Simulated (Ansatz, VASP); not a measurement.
SiCl5: VASP beside Ansatz

Contents of INCAR:

```
  PREC = Accurate
  ENCUT = 600
  EDIFF = 1E-6
  ISMEAR = 0
  SIGMA = 0.1
  LREAL = F
  LASPH = T
  NELM = 80
  ALGO = Normal
  ISIF = 3
  LWAVE = F
  LCHARG = F
  GGA = PE
  IBRION = 2
  NSW = 100
  EDIFFG = -0.01
```

The input KPOINTS:

```
regular mesh
0
Gamma
  6 6 8
```

POSCAR

```
SiCl5
1.0
    6.3535847361      0.0000000000      0.0000000000
   -3.1767923680      5.5023657865      0.0000000000
    0.0000000000      0.0000000000      4.7481819521
Si Cl
1 5
Direct
    0.3333333333      0.6666666667      0.0000000000
    0.8046936461      0.1953063539      0.5000000000
    0.8046936461      0.6093872922      0.5000000000
    0.3906127078      0.1953063539      0.5000000000
    0.0000000000      0.0000000000      0.0000000000
    0.3333333333      0.6666666667      0.5000000000
```

Input for Ansatz:

```yaml
crystal:
  lattice:
    - [6.3535847361, 0.0, 0.0]
    - [-3.176792368, 5.5023657865, 0.0]
    - [0.0, 0.0, 4.7481819521]
  atoms:
    - { symbol: Si, position: [0.3333333333, 0.6666666667, 0.0] }
    - { symbol: Cl, position: [0.8046936461, 0.1953063539, 0.5] }
    - { symbol: Cl, position: [0.8046936461, 0.6093872922, 0.5] }
    - { symbol: Cl, position: [0.3906127078, 0.1953063539, 0.5] }
    - { symbol: Cl, position: [0.0, 0.0, 0.0] }
    - { symbol: Cl, position: [0.3333333333, 0.6666666667, 0.5] }
basis:
  ecutwfc: 420
kpoints:
  mp_grid: { grid: [6, 6, 8] }
hamiltonian:
  xc: pbe
scf:
  occupations: { method: gaussian, width: 0.1 }
output:
  forces: true
  stress: true
  eigenvalues: true
relax:
  adjacent_minimum: "off"
  f_tol: 0.01
  max_steps: 80
  cell: { stress_tol: 0.05 }
```

Alike in both runs: task relaxation of cell and atoms; functional PBE; k mesh 6 × 6 × 8; occupations gaussian, width 0.1 eV; no spin polarisation.

|  | VASP | Ansatz |
| --- | --- | --- |
| version | VASP 6.6.1 | Ansatz 0.2.0 |
| potentials or method | VASP PAW PBE potentials, release 64 (Si, Cl), cutoff 600 eV | scalar-relativistic, plane waves, PAW |
| valence electrons in the cell | 39 | 39 |

|  | VASP | Ansatz | Ansatz less VASP |
| --- | --- | --- | --- |
| gap on the k mesh at the Fermi level, each at its own relaxed structure (eV) | none | none | - |
| relaxed volume (Å³/atom) | 28.14 | 28.20 | +0.058 |
| relaxed cell length with the largest relative difference (Å) | 6.419 | 6.427 | +0.0073 |

A gap of «none» marks a metal or a gap that the smearing closes.
